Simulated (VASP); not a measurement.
GaSb3, 4 atoms in the cell. It takes space group I4/mmm (No. 139, tetragonal). Conventional cell: a = 5.155 Å, b = 5.155 Å, c = 6.911 Å, α = 90.00°, β = 90.00°, γ = 90.00°. Within 4.1 Å of Ga (site symmetry 4/mmm) lie 14 Sb at 3.10 to 3.64 Å. Within 4.1 Å of Sb (site symmetry -4m2) lie 4 Ga at 3.10 Å and 10 Sb at 3.10 to 3.64 Å. Within 4.1 Å of Sb (site symmetry 4/mmm) lie 8 Sb at 3.10 Å and 6 Ga at 3.46 to 3.64 Å. 

| Property | Result |
| --- | --- |
| Program | VASP 6.6.1 |
| Task | single point |
| Functional | PBEsol |
| Potentials or basis | VASP PAW PBE potentials, release 64 (Ga_d, Sb) |
| Cutoff | 520 eV |
| k mesh | 10 × 10 × 10 |
| Occupations | gaussian, width 0.15 eV |
| Spin | no spin polarisation |
| Dipole correction | no |
| Further INCAR settings | ALGO = Normal; EDIFF = 1e-07; NBANDS = 22 |

Potentials or basis: VASP PAW PBE potentials, release 64 (Ga_d, Sb).

Launch:

```console
$ cat potpaw_PBE.64/Ga_d/POTCAR potpaw_PBE.64/Sb/POTCAR > POTCAR
$ mpirun -np 1 vasp_std > vasp.out
```

Hardware: 1 thread of Intel Xeon 8259CL, on a shared host.

Question: Estimate the wall time of this run.

Answer: Wall time 5.3 min on 1 thread of Intel Xeon 8259CL (shared host), peak memory 0.34 GiB. Counts: scf iterations 13, k points 102.
